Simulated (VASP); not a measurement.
**MgSe: single point with LDA**

The system is MgSe.

```
Mg Se
1.0
     0.00000    2.72550    2.65736
     2.72550    0.00000    2.65736
     2.72550    2.72550    0.00000
Mg Se
1 1
Direct
  0.00000 0.00000 0.00000
  0.50000 0.50000 0.50000
```

This cell differs from its parent crystal: strain +0.000 along x and y, -0.025 along z.

- Program: VASP 6.6.1
- Task: single point
- Functional: LDA
- Potentials or basis: VASP PAW LDA potentials, release 64 (Mg, Se)
- Cutoff: 600 eV
- k mesh: 8 × 8 × 8
- Occupations: gaussian, width 0.05 eV
- Spin: no spin polarisation
- Dipole correction: no
- Further INCAR settings: ALGO = Normal; EDIFF = 1e-06; NBANDS = 11

| Quantity | Value |
| --- | --- |
| Pressure | -0.7 GPa |
| Band gap on the k mesh | 1.57 eV (least direct gap 2.53 eV) |

Stress tensor (GPa, compression positive):
```
-1.57  0.00  0.00
 0.00 -1.57  0.00
 0.00  0.00  0.96
```

Levels at points of the mesh, in eV from the valence-band top:
| k point | band 1 | band 2 | band 3 | band 4 | band 5 | band 6 | band 7 | band 8 | band 9 |
| --- | --- | --- | --- | --- | --- | --- | --- | --- | --- |
| (0.00, 0.00, 0.00) | -13.16 | -0.14 | 0.00 | 0.00 | 2.53 | 7.23 | 7.23 | 7.47 | 9.74 |
| (0.50, 0.00, 0.00) | -11.97 | -5.18 | -0.70 | -0.62 | 3.69 | 5.85 | 6.13 | 8.58 | 11.43 |
| (0.50, 0.50, 0.00) | -11.57 | -4.46 | -1.98 | -1.98 | 1.57 | 3.71 | 11.96 | 12.08 | 12.08 |
| (0.50, 0.00, 0.50) | -11.66 | -4.48 | -1.98 | -1.75 | 1.69 | 3.81 | 11.70 | 11.84 | 12.61 |

It took 43 s on 1 thread of Intel Xeon 8259CL, on a shared host, peak memory 0.17 GiB.

Caveat: the cell differs from its parent crystal (strain +0.000 along x and y, -0.025 along z). A k mesh can miss the band edges.
